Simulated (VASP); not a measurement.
Input of a VASP 6.6.1 run:

File INCAR:

```
PREC = Accurate
ENCUT = 600
EDIFF = 1E-6
ISMEAR = 0
SIGMA = 0.1
LREAL = False
LASPH = True
NELM = 80
ALGO = Fast
ISIF = 3
LWAVE = False
LCHARG = False
GGA = PE
IBRION = 2
NSW = 90
EDIFFG = -0.04
```

File KPOINTS:

```
regular mesh
0
Gamma
  4 4 6
```

Contents of POSCAR:

```
Ge2F3
1.0
    2.6879714244     -4.0655795718      0.0000000000
    2.6879714244      4.0655795718      0.0000000000
    0.0000000000      0.0000000000      3.4718453732
Ge F
2 3
Direct
    0.0000000000      0.5000000000      0.0000000000
    0.5000000000      0.0000000000      0.0000000000
    0.6546016042      0.3453983958      0.5000000000
    0.3453983958      0.6546016042      0.5000000000
    0.0000000000      0.0000000000      0.5000000000
```

Potentials or basis: VASP PAW PBE potentials, release 64 (Ge_d, F).

The run is started by

```bash
$ cat potpaw_PBE.64/Ge_d/POTCAR potpaw_PBE.64/F/POTCAR > POTCAR
$ mpirun -np 1 vasp_std > vasp.out
```

Problem. Estimate the relaxed cell.

Solution. a = 4.894 Å, b = 4.894 Å, c = 3.480 Å, α = 90.00°, β = 90.00°, γ = 112.64°.

Problem. Predict the relaxed volume.

Solution. 15.39 Å³/atom.

Final structure:
```yaml
crystal:
  lattice:
    - [2.71404, -4.07288, 0.00000]
    - [2.71404, 4.07288, 0.00000]
    - [0.00000, 0.00000, 3.48015]
  atoms:
    - { symbol: Ge, position: [0.00000, 0.50000, 0.00000] }
    - { symbol: Ge, position: [0.50000, 0.00000, 0.00000] }
    - { symbol: F, position: [0.65411, 0.34589, 0.50000] }
    - { symbol: F, position: [0.34589, 0.65411, 0.50000] }
    - { symbol: F, position: [0.00000, 0.00000, 0.50000] }
```

Caveat: an odd number of electrons without spin polarisation forces a metal; a magnetic or distorted state may lie lower.
